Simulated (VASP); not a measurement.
# MoH3 in VASP: a series of runs

Runs on MoH3. Level: PBE. Tasks: single point.

Program: VASP 6.6.1. These are calculated values, not measurements. Logs are shortened: lines on timing, memory, paths and dates and some standing lists are left out, and cuts for length are marked.

## (1) The cell of the first run

Symmetry: P6_3/m, No. 176, hexagonal system. The conventional cell has a = 4.469 Å, b = 4.469 Å, c = 2.930 Å, α = 90.00°, β = 90.00°, γ = 120.00°. Within 2.6 Å of H (site symmetry m) lie 4 Mo at 1.87 to 2.60 Å and 10 H at 2.03 to 2.44 Å. Within 2.6 Å of Mo (site symmetry -6) lie 12 H at 1.87 to 2.60 Å.

## (2) Single point, PBE (6.34 Å³/atom)

The input, INCAR:

```
ALGO = Normal
EDIFF = 1E-6
ENCUT = 520
GGA = PE
ISIF = 2
ISMEAR = 0
LASPH = True
LCHARG = False
LREAL = False
LWAVE = False
NBANDS = 27
NELM = 100
PREC = Accurate
SIGMA = 0.1
```

The input, KPOINTS:

```
k-points
0
Gamma
  12 12 10
```

The input, POSCAR:

```
MoH3
1.0
    4.4693012004      0.0000000000      0.0000000000
   -2.2346506002      3.8705283767      0.0000000000
    0.0000000000      0.0000000000      2.9301239437
H Mo
6 2
Direct
    0.9055520069      0.6485416910      0.7500000000
    0.7429896841      0.0944479931      0.7500000000
    0.3514583090      0.2570103159      0.7500000000
    0.0944479931      0.3514583090      0.2500000000
    0.2570103159      0.9055520069      0.2500000000
    0.6485416910      0.7429896841      0.2500000000
    0.3333333333      0.6666666667      0.7500000000
    0.6666666667      0.3333333333      0.2500000000
```

Potentials or basis: VASP PAW PBE potentials, release 64 (H, Mo_sv).

On the command line:

```bash
$ cat potpaw_PBE.64/H/POTCAR potpaw_PBE.64/Mo_sv/POTCAR > POTCAR
$ mpirun -np 1 vasp_std > vasp.out
```

OUTCAR:

```text
EDIFF = 1E-6
   ENCUT = 520
   GGA = PE
   ISIF = 2
   ISMEAR = 0
   LASPH = True
   LREAL = False
   NELM = 100
   PREC = Accurate

 ion  position               nearest neighbor table
   1  0.906  0.649  0.750-   7 1.87   8 1.94   8 1.94
   2  0.743  0.094  0.750-   7 1.87   8 1.94   8 1.94
   3  0.351  0.257  0.750-   7 1.87   8 1.94   8 1.94
   4  0.094  0.351  0.250-   8 1.87   7 1.94   7 1.94
   5  0.257  0.906  0.250-   8 1.87   7 1.94   7 1.94
   6  0.649  0.743  0.250-   8 1.87   7 1.94   7 1.94
   7  0.333  0.667  0.750-   1 1.87   2 1.87   3 1.87   5 1.94   5 1.94   4 1.94   4 1.94   6 1.94
                             6 1.94   8 2.97   8 2.97   8 2.97   8 2.97   8 2.97   8 2.97
   8  0.667  0.333  0.250-   4 1.87   5 1.87   6 1.87   2 1.94   2 1.94   1 1.94   1 1.94   3 1.94
                             3 1.94   7 2.97   7 2.97   7 2.97   7 2.97   7 2.97   7 2.97

  LATTYP: Found a hexagonal cell.
 ALAT       =     4.4693012004
 C/A-ratio  =     0.6556112046

  Lattice vectors:

 A1 = (   4.4693012004,   0.0000000000,   0.0000000000)
 A2 = (  -2.2346506002,   3.8705283767,   0.0000000000)
 A3 = (   0.0000000000,   0.0000000000,   2.9301239437)

Analysis of symmetry for initial positions (statically):
=====================================================================
 Subroutine PRICEL returns:
 Original cell was already a primitive cell.

 Routine SETGRP: Setting up the symmetry group for a
 hexagonal supercell.

 Subroutine GETGRP returns: Found 12 space group operations
 (whereof  6 operations were pure point group operations)
 out of a pool of 24 trial point group operations.

The static configuration has the point symmetry S_6 .
 The point group associated with its full space group is C_6h.

Analysis of symmetry for dynamics (positions and initial velocities):
=====================================================================
 Subroutine PRICEL returns:
 Original cell was already a primitive cell.

 Routine SETGRP: Setting up the symmetry group for a
 hexagonal supercell.

 Subroutine GETGRP returns: Found 12 space group operations
 (whereof  6 operations were pure point group operations)
 out of a pool of 24 trial point group operations.

The dynamic configuration has the point symmetry S_6 .
 The point group associated with its full space group is C_6h.

 Subroutine INISYM returns: Found 12 space group operations
 (whereof  6 operations are pure point group operations),
 and found     1 'primitive' translations

----------------------------------------------------------------------------------------

                                     Primitive cell

  volume of cell :      50.6869

  direct lattice vectors                    reciprocal lattice vectors
     4.469301200  0.000000000  0.000000000     0.223748625  0.129181329  0.000000000
    -2.234650600  3.870528377  0.000000000     0.000000000  0.258362658  0.000000000
     0.000000000  0.000000000  2.930123944     0.000000000  0.000000000  0.341282492

  length of vectors
     4.469301200  4.469301200  2.930123944     0.258362658  0.258362658  0.341282492

  position of ions in fractional coordinates (direct lattice)
     0.905552007  0.648541691  0.750000000
     0.742989684  0.094447993  0.750000000
     0.351458309  0.257010316  0.750000000
     0.094447993  0.351458309  0.250000000
     0.257010316  0.905552007  0.250000000
     0.648541691  0.742989684  0.250000000
     0.333333333  0.666666667  0.750000000
     0.666666667  0.333333333  0.250000000

  ion indices of the primitive-cell ions
   primitive index   ion index
                 1           1
                 2           2
                 3           3
                 4           4
                 5           5
                 6           6
                 7           7
                 8           8

----------------------------------------------------------------------------------------

 KPOINTS: k-points

Automatic generation of k-mesh.
 Grid dimensions read from file:
 generate k-points for:   12   12   10

 Generating k-lattice:

  Cartesian coordinates                     Fractional coordinates (reciprocal lattice)
     0.018645719  0.010765111  0.000000000     0.083333333 -0.000000000  0.000000000
     0.000000000  0.021530222  0.000000000     0.000000000  0.083333333  0.000000000
     0.000000000  0.000000000  0.034128249     0.000000000  0.000000000  0.100000000

  Length of vectors
     0.021530222  0.021530222  0.034128249

  Shift w.r.t. Gamma in fractional coordinates (k-lattice)
     0.000000000  0.000000000  0.000000000

 Subroutine IBZKPT returns following result:
 ===========================================

 Found    156 irreducible k-points:

 Following reciprocal coordinates:
            Coordinates               Weight
  0.000000  0.000000  0.000000      1.000000
  0.083333 -0.000000  0.000000      6.000000
  0.166667  0.000000  0.000000      6.000000
  0.250000 -0.000000  0.000000      6.000000
  0.333333  0.000000  0.000000      6.000000
  0.416667 -0.000000  0.000000      6.000000
[... 16 lines left out ...]
  0.250000  0.250000  0.000000      6.000000
  0.333333  0.250000  0.000000      6.000000
 [... further k-points ...]
   k-points           NKPTS =    156   k-points in BZ     NKDIM =    156   number of bands    NBANDS=     27
   number of dos      NEDOS =    301   number of ions     NIONS =      8
   total plane-waves  NPLWV =  31104
   dimension x,y,z NGX =    36 NGY =   36 NGZ =   24
   dimension x,y,z NGXF=    72 NGYF=   72 NGZF=   48
   ions per type =               6   2
   NGX,Y,Z   is equivalent  to a cutoff of  13.39, 13.39, 13.62 a.u.
   NGXF,Y,Z  is equivalent  to a cutoff of  26.78, 26.78, 27.23 a.u.
 SYSTEM =  unknown system
   PREC   = accura    normal or accurate (medium, high low for compatibility)
   ISTART =      0    job   : 0-new  1-cont  2-samecut
   ICHARG =      2    charge: 1-file 2-atom 10-const
   ISPIN  =      1    spin polarized calculation?
   LNONCOLLINEAR =      F non collinear calculations
   LSORBIT =      F    spin-orbit coupling
   LASPH  =      T    aspherical Exc in radial PAW
   ENCUT  =  520.0 eV  38.22 Ry    6.18 a.u.   8.31  8.31  5.45*2*pi/ulx,y,z
   NELM   =    100;   NELMIN=  2; NELMDL= -5     # of ELM steps
   EDIFF  = 0.1E-05   stopping-criterion for ELM
   LREAL  =      F    real-space projection
   EDIFFG = 0.1E-04   stopping-criterion for IOM
   NSW    =      0    number of steps for IOM
   IBRION =     -1    ionic relax: 0-MD 1-quasi-New 2-CG
   NFREE  =      0    steps in history (QN), initial steepest desc. (CG)
   ISIF   =      2    stress and relaxation
   ISYM   =      2    0-nonsym 1-usesym 2-fastsym
   POTIM  = 0.5000    time-step for ionic-motion
   TEBEG  =    0.0;   TEEND  =   0.0 temperature during run
   PSTRESS=    0.0 pullay stress
   NELECT =      34.0000    total number of electrons
   NUPDOWN=      -1.0000    fix difference up-down
   EMIN   =  10.00;   EMAX   =-10.00  energy-range for DOS
   EFERMI =   0.00;   METHOD = LEGACY
   ISMEAR =     0;   SIGMA  =   0.10  broadening in eV -4-tet -1-fermi 0-gaus
   EFERMI_NEDOS =   21; number of points for ismear=-14 and -15
   IALGO  =     38    algorithm
   IMIX   =      4    mixing-type and parameters
     AMIX     =   0.40;   BMIX     =  1.00
     AMIX_MAG =   1.60;   BMIX_MAG =  1.00
  volume/ion in A,a.u.               =       6.34        42.76
  Fermi-wavevector in a.u.,A,eV,Ry     =   1.433076  2.708121 27.942372  2.053706
  Thomas-Fermi vector in A             =   2.552634
   LORBIT       =      0    0 simple, 1 ext, 2 COOP (PROOUT), +10 PAW based schemes
   GGA     = PE    functional components
   LHFCALC =     F    Hartree Fock is set to
   AEXX    =    0.0000 exact exchange contribution
   IVDW    =     0    specifies the selected vdW correction
   LEPSILON=     F    determine dielectric tensor
   LRPA    =     F    only Hartree local field effects (RPA)
 non-spin polarized calculation
 Gauss-broadening in eV      SIGMA  =   0.10
  energy-cutoff  :      520.00
  volume of cell :       50.69
 maximum number of plane-waves:      1379
 NGX is ok and might be reduce to    36
   NGX = 17   NGY = 17   NGZ = 11

 number of electron      34.0000000 magnetization

 Free energy of the ion-electron system (eV)
  ---------------------------------------------------
  ext. energy  EPLUGINS =         0.00000000
  ---------------------------------------------------
  free energy    TOTEN  =       -40.92868557 eV

  energy without entropy =      -40.91469564  energy(sigma->0) =      -40.92169060

 E-fermi :   8.6964     XC(G=0): -12.0479

 val. band max:        8.6951035220   @ k =   0.4167   0.0833   0.3000
 cond. band min:       8.7030540372   @ k =   0.3333   0.1667   0.3000
 fundamental gap:      0.0079505152
 Fermi energy:         8.6963814774

 k-point     1 :       0.0000    0.0000    0.0000
  band No.  band energies     occupation
      1     -52.6972      2.00000
      2     -52.5586      2.00000
      3     -27.0184      2.00000
      4     -27.0184      2.00000
      5     -26.6426      2.00000
      6     -26.5642      2.00000
[... 19 lines left out ...]
     26      17.9669      0.00000
     27      18.1738      0.00000

 k-point     2 :       0.0833   -0.0000    0.0000
  band No.  band energies     occupation
      1     -52.6951      2.00000
      2     -52.5607      2.00000
      3     -27.0232      2.00000
      4     -27.0143      2.00000
      5     -26.6391      2.00000
      6     -26.5699      2.00000
[... 19 lines left out ...]
     26      18.1426      0.00000
     27      18.3487      0.00000

 k-point     3 :       0.1667    0.0000    0.0000
  band No.  band energies     occupation
      1     -52.6890      2.00000
      2     -52.5668      2.00000
      3     -27.0357      2.00000
      4     -27.0025      2.00000
      5     -26.6290      2.00000
      6     -26.5860      2.00000
[... 19 lines left out ...]
     26      18.6466      0.00000
     27      18.7520      0.00000

 k-point     4 :       0.2500   -0.0000    0.0000
  band No.  band energies     occupation
      1     -52.6796      2.00000
      2     -52.5763      2.00000
      3     -27.0520      2.00000
      4     -26.9849      2.00000
      5     -26.6132      2.00000
      6     -26.6095      2.00000
[... 19 lines left out ...]
     26      19.1805      0.00000
     27      19.4198      0.00000

 k-point     5 :       0.3333    0.0000    0.0000
  band No.  band energies     occupation
      1     -52.6679      2.00000
      2     -52.5879      2.00000
      3     -27.0672      2.00000
      4     -26.9650      2.00000
      5     -26.6352      2.00000
      6     -26.5938      2.00000
[... 19 lines left out ...]
     26      19.6157      0.00000
     27      20.3793      0.00000

 k-point     6 :       0.4167   -0.0000    0.0000
  band No.  band energies     occupation
      1     -52.6566      2.00000
      2     -52.5993      2.00000
      3     -27.0779      2.00000
      4     -26.9485      2.00000
      5     -26.6560      2.00000
      6     -26.5747      2.00000
[... 444 lines left out ...]
      1     -52.6510      2.00000
      2     -52.6048      2.00000
      3     -27.0980      2.00000
      4     -26.9058      2.00000
      5     -26.6958      2.00000
      6     -26.5655      2.00000
[... 19 lines left out ...]
     26      20.5854      0.00000
     27      21.3061      0.00000

 k-point    22 :       0.4167    0.1667    0.0000
  band No.  band energies     occupation
      1     -52.6448      2.00000
      2     -52.6110      2.00000
      3     -27.1025      2.00000
      4     -26.8931      2.00000
      5     -26.7095      2.00000
      6     -26.5551      2.00000
[... 19 lines left out ...]
     26      20.1438      0.00000
     27      21.3578      0.00000

 k-point    23 :       0.2500    0.2500    0.0000
  band No.  band energies     occupation
      1     -52.6510      2.00000
      2     -52.6048      2.00000
      3     -27.1024      2.00000
      4     -26.8932      2.00000
      5     -26.7074      2.00000
      6     -26.5655      2.00000
[... 19 lines left out ...]
     26      19.9583      0.00000
     27      21.5728      0.00000

 k-point    24 :       0.3333    0.2500    0.0000
  band No.  band energies     occupation
      1     -52.6399      2.00000
      2     -52.6160      2.00000
      3     -27.1122      2.00000
      4     -26.8558      2.00000
      5     -26.7456      2.00000
      6     -26.5468      2.00000
[... 19 lines left out ...]
     26      19.8922      0.00000
     27      20.9346      0.00000

 [... further k-points ...]

------------------------ aborting loop because EDIFF is reached ----------------------------------------

  FORCE on cell =-STRESS in cart. coord.  units (eV):
  Direction    XX          YY          ZZ          XY          YZ          ZX
  --------------------------------------------------------------------------------------
  -------------------------------------------------------------------------------------
  Total        2.2712999      2.2712999      2.2810154     -0.0000000      0.0000000      0.0000000
  in kB       71.7941719     71.7941719     72.1012735     -0.0000003      0.0000000      0.0000000
  external PRESSURE =      71.8965391 kB  Pullay stress =       0.0000000 kB

 VOLUME and BASIS-vectors are now :
 -----------------------------------------------------------------------------
  energy-cutoff  :      520.00
  volume of cell :       50.69
      direct lattice vectors                 reciprocal lattice vectors
     4.469301200  0.000000000  0.000000000     0.223748625  0.129181329  0.000000000
    -2.234650600  3.870528377  0.000000000     0.000000000  0.258362658  0.000000000
     0.000000000  0.000000000  2.930123944     0.000000000  0.000000000  0.341282492

 POSITION                                       TOTAL-FORCE (eV/Angst)
 -----------------------------------------------------------------------------------
      2.59792      2.51020      2.19759        -0.003455      0.006573     -0.000000
      3.10959      0.36556      2.19759         0.007420     -0.000295      0.000000
      0.99644      0.99477      2.19759        -0.003965     -0.006279      0.000000
     -0.36327      1.36033      0.73253         0.003455     -0.006573     -0.000000
     -0.87494      3.50496      0.73253        -0.007420      0.000295      0.000000
      1.23821      2.87576      0.73253         0.003965      0.006279     -0.000000
     -0.00000      2.58035      2.19759        -0.000000      0.000000     -0.000000
      2.23465      1.29018      0.73253         0.000000      0.000000     -0.000000
 -----------------------------------------------------------------------------------
    total drift:                               -0.000000      0.000000      0.000000

  FREE ENERGIE OF THE ION-ELECTRON SYSTEM (eV)
  ---------------------------------------------------
  free  energy   TOTEN  =       -40.9286855672 eV

  energy  without entropy=      -40.9146956386  energy(sigma->0) =      -40.92169060
```

It took 2 min on 1 thread of AMD EPYC 9R45 (Zen 5), shared host; peak memory 0.27 GiB.

What came out:

| Property | Result |
| --- | --- |
| Free energy | -40.9287 eV |
| Pressure | 7.2 GPa |
| Largest force | 0.007 eV/Å |
| Band gap on the k mesh | zero (bands 17 and 18 overlap by 2.14 eV) |

Forces in eV/Å, atoms in the order of the input:
```
H   -0.003  0.007  0.000
H    0.007  0.000  0.000
H   -0.004 -0.006  0.000
H    0.003 -0.007  0.000
H   -0.007  0.000  0.000
H    0.004  0.006  0.000
Mo   0.000  0.000  0.000
Mo   0.000  0.000  0.000
```

Levels at points of the mesh, in eV from the Fermi level:
| k point | band 15 | band 16 | band 17 | band 18 | band 19 | band 20 |
| --- | --- | --- | --- | --- | --- | --- |
| (0.00, 0.00, 0.00) | -2.14 | -0.80 | -0.80 | 1.39 | 1.39 | 1.94 |
| (0.50, 0.00, 0.00) | -2.52 | -1.15 | -1.13 | -0.68 | 0.88 | 1.31 |
| (0.00, 0.00, 0.50) | 0.94 | 0.94 | 0.94 | 0.94 | 3.23 | 3.23 |
| (0.50, 0.00, 0.50) | -1.57 | -1.57 | -0.80 | -0.80 | 2.10 | 2.10 |

Caveat: the cell stands under pressure.

[end of part 1 of 2]
